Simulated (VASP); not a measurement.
# W (Im-3m) in VASP: further runs

The runs below take W through single point, with PBE.

Everything below comes from runs of VASP 6.6.1. Logs are shortened: lines on timing, memory, paths and dates and some standing lists are left out, and cuts for length are marked.

## (1) The cell of the first run

The structure is cubic, space group Im-3m (No. 229). The conventional cell has a = 2.608 Å, b = 2.608 Å, c = 2.608 Å, α = 90.00°, β = 90.00°, γ = 90.00°. Within 3.0 Å of W (site symmetry m-3m) lie 14 W at 2.26 to 2.61 Å.

## (2) Single point, PBE (volume scaled by 0.55)

The input, INCAR:

```
ALGO = Normal
EDIFF = 1E-7
ENCUT = 520
GGA = PE
ISIF = 2
ISMEAR = -1
LASPH = True
LCHARG = True
LELF = True
LREAL = False
LVHAR = True
LWAVE = False
NBANDS = 13
NELM = 100
PREC = Accurate
SIGMA = 0.05
```

The input, KPOINTS:

```
k-points
0
Gamma
  19 19 19
```

The input, POSCAR:

```
W
1.0
   -1.3040288714      1.3040288714      1.3040288714
    1.3040288714     -1.3040288714      1.3040288714
    1.3040288714      1.3040288714     -1.3040288714
W
1
Direct
    0.0000000000      0.0000000000      0.0000000000
```

Potentials or basis: VASP PAW PBE potentials, release 64 (W_sv).

Run with:

```
> cat potpaw_PBE.64/W_sv/POTCAR > POTCAR
> mpirun -np 1 vasp_std > vasp.out
```

OUTCAR:

```text
EDIFF = 1E-7
   ENCUT = 520
   GGA = PE
   ISIF = 2
   ISMEAR = -1
   LASPH = True
   LREAL = False
   NELM = 100
   PREC = Accurate

 ion  position               nearest neighbor table
   1  0.000  0.000  0.000-

  LATTYP: Found a body centered cubic cell.
 ALAT       =     2.6080577428

  Lattice vectors:

 A1 = (  -1.3040288714,   1.3040288714,   1.3040288714)
 A2 = (   1.3040288714,  -1.3040288714,   1.3040288714)
 A3 = (   1.3040288714,   1.3040288714,  -1.3040288714)

Analysis of symmetry for initial positions (statically):
=====================================================================
 Subroutine PRICEL returns:
 Original cell was already a primitive cell.

 Routine SETGRP: Setting up the symmetry group for a
 body centered cubic supercell.

 Subroutine GETGRP returns: Found 48 space group operations
[... 9 lines left out ...]

 Routine SETGRP: Setting up the symmetry group for a
 body centered cubic supercell.

 Subroutine GETGRP returns: Found 48 space group operations
[... 11 lines left out ...]
                                     Primitive cell

  volume of cell :       8.8700

  direct lattice vectors                    reciprocal lattice vectors
    -1.304028871  1.304028871  1.304028871     0.000000000  0.383427093  0.383427093
     1.304028871 -1.304028871  1.304028871     0.383427093  0.000000000  0.383427093
     1.304028871  1.304028871 -1.304028871     0.383427093  0.383427093  0.000000000

  length of vectors
     2.258644260  2.258644260  2.258644260     0.542247796  0.542247796  0.542247796

  position of ions in fractional coordinates (direct lattice)
     0.000000000  0.000000000  0.000000000

  ion indices of the primitive-cell ions
   primitive index   ion index
                 1           1

----------------------------------------------------------------------------------------

 KPOINTS: k-points

Automatic generation of k-mesh.
 Grid dimensions read from file:
 generate k-points for:   19   19   19

 Generating k-lattice:

  Cartesian coordinates                     Fractional coordinates (reciprocal lattice)
     0.000000000  0.020180373  0.020180373     0.052631579  0.000000000  0.000000000
     0.020180373  0.000000000  0.020180373     0.000000000  0.052631579  0.000000000
     0.020180373  0.020180373  0.000000000     0.000000000  0.000000000  0.052631579

  Length of vectors
     0.028539358  0.028539358  0.028539358

  Shift w.r.t. Gamma in fractional coordinates (k-lattice)
     0.000000000  0.000000000  0.000000000

 Subroutine IBZKPT returns following result:
[... 49 lines left out ...]
   EDIFF  = 0.1E-06   stopping-criterion for ELM
   LREAL  =      F    real-space projection
   EDIFFG = 0.1E-05   stopping-criterion for IOM
   NSW    =      0    number of steps for IOM
   IBRION =     -1    ionic relax: 0-MD 1-quasi-New 2-CG
   NFREE  =      0    steps in history (QN), initial steepest desc. (CG)
   ISIF   =      2    stress and relaxation
   ISYM   =      2    0-nonsym 1-usesym 2-fastsym
   POTIM  = 0.5000    time-step for ionic-motion
   TEBEG  =    0.0;   TEEND  =   0.0 temperature during run
   PSTRESS=    0.0 pullay stress
   NELECT =      14.0000    total number of electrons
   NUPDOWN=      -1.0000    fix difference up-down
   EMIN   =  10.00;   EMAX   =-10.00  energy-range for DOS
   EFERMI =   0.00;   METHOD = LEGACY
   ISMEAR =    -1;   SIGMA  =   0.05  broadening in eV -4-tet -1-fermi 0-gaus
   EFERMI_NEDOS =   21; number of points for ismear=-14 and -15
   IALGO  =     38    algorithm
   IMIX   =      4    mixing-type and parameters
     AMIX     =   0.40;   BMIX     =  1.00
     AMIX_MAG =   1.60;   BMIX_MAG =  1.00
  volume/ion in A,a.u.               =       8.87        59.86
  Fermi-wavevector in a.u.,A,eV,Ry     =   1.906091  3.601990 49.432456  3.633183
  Thomas-Fermi vector in A             =   2.943918
   LORBIT       =      0    0 simple, 1 ext, 2 COOP (PROOUT), +10 PAW based schemes
   GGA     = PE    functional components
   LHFCALC =     F    Hartree Fock is set to
   AEXX    =    0.0000 exact exchange contribution
   IVDW    =     0    specifies the selected vdW correction
   LEPSILON=     F    determine dielectric tensor
   LRPA    =     F    only Hartree local field effects (RPA)
 non-spin polarized calculation
  energy-cutoff  :      520.00
  volume of cell :        8.87
 maximum number of plane-waves:       247
 NGX is ok and might be reduce to    18
   NGX =  9   NGY =  9   NGZ =  9

 number of electron      14.0000002 magnetization

 Free energy of the ion-electron system (eV)
  ---------------------------------------------------
  ext. energy  EPLUGINS =         0.00000000
  ---------------------------------------------------
  free energy    TOTEN  =        -4.46945698 eV

  energy without entropy =       -4.46543823  energy(sigma->0) =       -4.46744760

 E-fermi :  22.4778     XC(G=0): -17.2614

 val. band max:       22.4741948904   @ k =  -0.2632   0.3158   0.1053
 cond. band min:      22.5065542584   @ k =  -0.3158   0.3684   0.2105
 fundamental gap:      0.0323593679
 Fermi energy:        22.4778496858

 k-point     1 :       0.0000    0.0000    0.0000
  band No.  band energies     occupation
      1     -53.0548      2.00000
      2     -13.8340      2.00000
      3     -13.8340      2.00000
      4     -13.8340      2.00000
      5      10.4167      2.00000
      6      19.0392      2.00000
      7      19.0392      2.00000
      8      19.0392      2.00000
      9      25.3782      0.00000
     10      25.3782      0.00000
     11      37.2640      0.00000
     12      37.2640      0.00000
     13      37.2640      0.00000
[... 354 lines left out ...]
  band No.  band energies     occupation
      1     -51.8733      2.00000
      2     -19.6808      2.00000
      3     -15.8922      2.00000
      4     -14.2829      2.00000
      5      12.3811      2.00000
      6      15.1331      2.00000
      7      22.0047      1.99984
      8      25.5891      0.00000
      9      27.9959      0.00000
     10      32.3020      0.00000
     11      38.5088      0.00000
     12      45.5628      0.00000
     13      50.7527      0.00000

 [... further k-points ...]
[... 5 lines left out ...]
  --------------------------------------------------------------------------------------
  -------------------------------------------------------------------------------------
  Total       34.2390147     34.2390147     34.2390147      0.0000000      0.0000000     -0.0000000
  in kB     6184.5802412   6184.5802412   6184.5802412      0.0000000      0.0000000     -0.0000000
  external PRESSURE =    6184.5802412 kB  Pullay stress =       0.0000000 kB

 VOLUME and BASIS-vectors are now :
 -----------------------------------------------------------------------------
  energy-cutoff  :      520.00
  volume of cell :        8.87
      direct lattice vectors                 reciprocal lattice vectors
    -1.304028871  1.304028871  1.304028871     0.000000000  0.383427093  0.383427093
     1.304028871 -1.304028871  1.304028871     0.383427093  0.000000000  0.383427093
     1.304028871  1.304028871 -1.304028871     0.383427093  0.383427093  0.000000000

 POSITION                                       TOTAL-FORCE (eV/Angst)
 -----------------------------------------------------------------------------------
      0.00000      0.00000      0.00000         0.000000      0.000000      0.000000
 -----------------------------------------------------------------------------------
    total drift:                                0.000000      0.000000      0.000000

  FREE ENERGIE OF THE ION-ELECTRON SYSTEM (eV)
  ---------------------------------------------------
  free  energy   TOTEN  =        -4.4694569809 eV

  energy  without entropy=       -4.4654382258  energy(sigma->0) =       -4.46744760
```

OSZICAR:

```text
N       E                     dE             d eps       ncg     rms          rms(c)
DAV:   1     0.836886626786E+02    0.83689E+02   -0.73393E+03  5863   0.133E+03
DAV:   2    -0.388352832403E+01   -0.87572E+02   -0.83999E+02  6260   0.326E+02
DAV:   3    -0.497940371014E+01   -0.10959E+01   -0.10945E+01  6505   0.347E+01
DAV:   4    -0.498118377504E+01   -0.17801E-02   -0.17800E-02  6485   0.153E+00
DAV:   5    -0.498118869810E+01   -0.49231E-05   -0.49219E-05  6480   0.756E-02    0.615E+01
DAV:   6    -0.464148748395E+01    0.33970E+00   -0.50164E-02  5995   0.320E+00    0.342E+01
DAV:   7    -0.447011014015E+01    0.17138E+00   -0.70313E-02  6075   0.356E+00    0.276E-01
DAV:   8    -0.446941645653E+01    0.69368E-03   -0.21859E-03  6375   0.696E-01    0.145E-01
DAV:   9    -0.446944865146E+01   -0.32195E-04   -0.10330E-04  6695   0.152E-01    0.172E-02
DAV:  10    -0.446945767390E+01   -0.90224E-05   -0.36020E-06  5985   0.239E-02    0.105E-02
DAV:  11    -0.446945717456E+01    0.49934E-06   -0.57312E-08  4850   0.300E-03    0.207E-03
DAV:  12    -0.446945698031E+01    0.19425E-06   -0.51758E-09  3190   0.999E-04    0.221E-04
DAV:  13    -0.446945698093E+01   -0.61846E-09   -0.54330E-10  2945   0.280E-04
   1 F= -.44694570E+01 E0= -.44674476E+01  d E =-.401876E-02
```

Run time: 10 s. Hardware: 1 thread of Intel Xeon 6975P-C (Granite Rapids), shared host; peak memory 0.14 GiB.

The run converged, but its numbers aren't listed here, since they failed a check.

Caveat: spin-orbit coupling is left out, which moves the levels of the heavy elements.

## (3) Single point, PBE (volume scaled by 0.65)

The input, INCAR:

```
SYSTEM = W
ALGO     = Normal         ! electronic algorithm
EDIFF    = 1E-7           ! SCF threshold, eV
ENCUT    = 520            ! plane-wave cutoff, eV
GGA      = PE             ! functional
ISIF     = 2              ! what is computed and relaxed
ISMEAR   = -1             ! smearing method
LASPH    = .TRUE.         ! aspherical terms in the spheres
LCHARG   = .TRUE.         ! write CHGCAR
LELF     = .TRUE.         ! ELF
LREAL    = .FALSE.        ! projectors in reciprocal space
LVHAR    = .TRUE.       
LWAVE    = .FALSE.        ! write WAVECAR
NBANDS   = 13             ! bands
NELM     = 60             ! most SCF steps
PREC     = Accurate       ! precision mode
SIGMA    = 0.05           ! smearing width, eV
```

The input, KPOINTS:

```
k-points
0
G
  19 19 19
  0 0 0
```

The input, POSCAR:

```
W
1.0
   -1.3787031332      1.3787031332      1.3787031332
    1.3787031332     -1.3787031332      1.3787031332
    1.3787031332      1.3787031332     -1.3787031332
W
1
Direct
    0.0000000000      0.0000000000      0.0000000000
```

Potentials or basis: VASP PAW PBE potentials, release 64 (W_sv).

Run with:

```
> cat potpaw_PBE.64/W_sv/POTCAR > POTCAR
> mpirun -np 1 vasp_std > vasp.out
```

Wall time 10 s (1 thread of Intel Xeon 6975P-C (Granite Rapids), shared host); peak memory 0.14 GiB.

It converged, with:

* Free energy: -9.0271 eV
* Pressure: 319.8 GPa
* Band gap on the k mesh: zero (band 7 reaches 26.67 eV, above the bottom of band 8 at 16.20 eV)

Levels at points of the mesh, in eV from the Fermi level:
| k point | band 4 | band 5 | band 6 | band 7 | band 8 | band 9 | band 10 | band 11 |
| --- | --- | --- | --- | --- | --- | --- | --- | --- |
| (0.00, 0.00, 0.00) | -36.73 | -11.74 | -2.58 | -2.58 | -2.58 | 2.84 | 2.84 | 14.89 |

Caveat: spin-orbit coupling is left out, which moves the levels of the heavy elements.

(Continued in part 2 of 2.)
